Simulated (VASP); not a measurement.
# Mg (Im-3m) in VASP: notebook, part 2 of 2

VASP 6.6.1.

**4. Electric field gradients, PBE**

INCAR reads:

```
SYSTEM = Mg
  PREC = Accurate
  ENCUT = 520
  EDIFF = 1E-8
  ISMEAR = 1
  SIGMA = 0.005
  LREAL = .FALSE.
  LASPH = .TRUE.
  NELM = 60
  ALGO = Normal
  ISIF = 2
  LWAVE = .FALSE.
  LCHARG = .FALSE.
  GGA = PE
  LEFG = .TRUE.
  NBANDS = 7
```

KPOINTS reads:

```
regular mesh
0
G
  19 19 19
  0 0 0
```

POSCAR reads:

```
Mg
1.0
   -1.4565448511      1.4565448511      1.4565448511
    1.4565448511     -1.4565448511      1.4565448511
    1.4565448511      1.4565448511     -1.4565448511
Mg
1
Direct
    0.0000000000      0.0000000000      0.0000000000
```

Potentials or basis: VASP PAW PBE potentials, release 64 (Mg).

Started as:

```console
$ cat potpaw_PBE.64/Mg/POTCAR > POTCAR
$ mpirun -np 1 vasp_std > vasp.out
```

OUTCAR:

```text
SYSTEM = Mg
   PREC = Accurate
   ENCUT = 520
   EDIFF = 1E-8
   ISMEAR = 1
   LREAL = .FALSE.
   LASPH = .TRUE.
   NELM = 60
   ISIF = 2
   GGA = PE

 ion  position               nearest neighbor table
   1  0.000  0.000  0.000-

  LATTYP: Found a body centered cubic cell.
 ALAT       =     2.9130897022

  Lattice vectors:

 A1 = (  -1.4565448511,   1.4565448511,   1.4565448511)
 A2 = (   1.4565448511,  -1.4565448511,   1.4565448511)
 A3 = (   1.4565448511,   1.4565448511,  -1.4565448511)

Analysis of symmetry for initial positions (statically):
=====================================================================
 Subroutine PRICEL returns:
 Original cell was already a primitive cell.

 Routine SETGRP: Setting up the symmetry group for a
 body centered cubic supercell.

 Subroutine GETGRP returns: Found 48 space group operations
 (whereof 48 operations were pure point group operations)
 out of a pool of 48 trial point group operations.

The static configuration has the point symmetry O_h .

Analysis of symmetry for dynamics (positions and initial velocities):
=====================================================================
 Subroutine PRICEL returns:
 Original cell was already a primitive cell.

 Routine SETGRP: Setting up the symmetry group for a
 body centered cubic supercell.

 Subroutine GETGRP returns: Found 48 space group operations
 (whereof 48 operations were pure point group operations)
 out of a pool of 48 trial point group operations.

The dynamic configuration has the point symmetry O_h .

[... 152 lines left out ...]
  band No.  band energies     occupation
      1      -3.1435      2.00000
      2      24.7461      0.00000
      3      24.7461      0.00000
      4      24.7461      0.00000
      5      27.5350      0.00000
      6      27.5350      0.00000
      7      29.3386      0.00000
[... 221 lines left out ...]
 k-point    24 :       0.3158    0.1053   -0.0000
  band No.  band energies     occupation
      1       1.7788      2.00000
      2      10.1099      0.00000
      3      16.3840      0.00000
      4      21.7917      0.00000
      5      23.6914      0.00000
      6      27.7743      0.00000
      7      31.4715      0.00000

 [... further k-points ...]

------------------------ aborting loop because EDIFF is reached ----------------------------------------

  FORCE on cell =-STRESS in cart. coord.  units (eV):
  Direction    XX          YY          ZZ          XY          YZ          ZX
  --------------------------------------------------------------------------------------
  -------------------------------------------------------------------------------------
  Total        5.6776276      5.6776276      5.6776276     -0.0000000      0.0000000     -0.0000000
  in kB      735.9459246    735.9459246    735.9459246     -0.0000000      0.0000000     -0.0000000
  external PRESSURE =     735.9459246 kB  Pullay stress =       0.0000000 kB

 VOLUME and BASIS-vectors are now :
 -----------------------------------------------------------------------------
  energy-cutoff  :      520.00
  volume of cell :       12.36
      direct lattice vectors                 reciprocal lattice vectors
    -1.456544851  1.456544851  1.456544851     0.000000000  0.343278135  0.343278135
     1.456544851 -1.456544851  1.456544851     0.343278135  0.000000000  0.343278135
     1.456544851  1.456544851 -1.456544851     0.343278135  0.343278135  0.000000000

 POSITION                                       TOTAL-FORCE (eV/Angst)
 -----------------------------------------------------------------------------------
      0.00000      0.00000      0.00000         0.000000      0.000000     -0.000000
 -----------------------------------------------------------------------------------
    total drift:                                0.000000      0.000000      0.000000

  FREE ENERGIE OF THE ION-ELECTRON SYSTEM (eV)
  ---------------------------------------------------
  free  energy   TOTEN  =        -0.0282880656 eV

  energy  without entropy=       -0.0282840682  energy(sigma->0) =       -0.02828673

 Electric field gradients (V/A^2)
---------------------------------------------------------------------
 ion       V_xx      V_yy      V_zz      V_xy      V_xz      V_yz
---------------------------------------------------------------------
   1       0.000    -0.000    -0.000     0.000     0.000     0.000
---------------------------------------------------------------------

 Electric field gradients after diagonalization (V/A^2)
 (convention: |V_zz| > |V_xx| > |V_yy|)
----------------------------------------------------------------------
 ion       V_xx      V_yy      V_zz     asymmetry (V_yy - V_xx)/ V_zz
----------------------------------------------------------------------
   1      -0.000    -0.000     0.000       0.000
----------------------------------------------------------------------

           NMR quadrupolar parameters

 Cq : quadrupolar parameter    Cq=e*Q*V_zz/h
 eta: asymmetry parameters     (V_yy - V_xx)/ V_zz
 Q  : nuclear electric quadrupole moment in mb (millibarn)
----------------------------------------------------------------------
 ion       Cq(MHz)       eta       Q (mb)
----------------------------------------------------------------------
   1       0.000       0.000       1.000
----------------------------------------------------------------------
```

OSZICAR:

```text
N       E                     dE             d eps       ncg     rms          rms(c)
DAV:   1     0.970488929373E+00    0.97049E+00   -0.10604E+03  3514   0.217E+02
DAV:   2    -0.689128392532E-01   -0.10394E+01   -0.97760E+00  4375   0.152E+01
DAV:   3    -0.711841229145E-01   -0.22713E-02   -0.22715E-02  3577   0.823E-01
DAV:   4    -0.711867863427E-01   -0.26634E-05   -0.26640E-05  4522   0.205E-02
DAV:   5    -0.711867925033E-01   -0.61606E-08   -0.56012E-08  3668   0.694E-04    0.793E-01
DAV:   6    -0.449607624455E-01    0.26226E-01   -0.50949E-04  3724   0.144E-01    0.507E-01
DAV:   7    -0.284999569535E-01    0.16461E-01   -0.10193E-03  3388   0.224E-01    0.199E-02
DAV:   8    -0.283074399904E-01    0.19252E-03   -0.26936E-05  3773   0.322E-02    0.619E-03
DAV:   9    -0.282877647416E-01    0.19675E-04   -0.62489E-06  3591   0.147E-02    0.806E-04
DAV:  10    -0.282879642887E-01   -0.19955E-06   -0.86555E-08  3633   0.181E-03    0.102E-04
DAV:  11    -0.282880619824E-01   -0.97694E-07   -0.16539E-09  2982   0.264E-04    0.133E-05
DAV:  12    -0.282880655761E-01   -0.35937E-08   -0.56383E-11  1785   0.378E-05
   1 F= -.28288066E-01 E0= -.28286733E-01  d E =-.399738E-05
```

Wall time 24 s (1 thread of Intel Xeon 8259CL, shared host); peak memory 0.14 GiB.

What came out:

```yaml
Free_energy: -0.0283 eV
Pressure: 73.6 GPa
Band_gap_on_the_k_mesh: zero (bands 1 and 2 overlap by 4.20 eV)
Largest_electric_field_gradient_by_atom: zero within the noise of the run
```

Caveat: the cell stands under pressure.

**5. The runs side by side**

```tsv
cell	smearing	gap on the mesh (eV)	pressure (GPa)
a = 2.523 Å, angles 109.5°, 1 atom	fermi-dirac 0.03 eV	none	73.6
a = 2.540 Å, angles 109.5°, 1 atom	fermi-dirac 0.03 eV	none	68.3
a = 2.523 Å, angles 109.5°, 1 atom	methfessel-paxton 0.005 eV	none	73.6
```

Alike in all rows: task electric field gradients; level PBE; potentials or basis VASP PAW PBE potentials, release 64 (Mg); no spin polarisation; k mesh 19 × 19 × 19; cutoff (eV) 520.

Caveats: the cell stands under pressure.

Absolute energies hang on the potentials; compare differences alone.
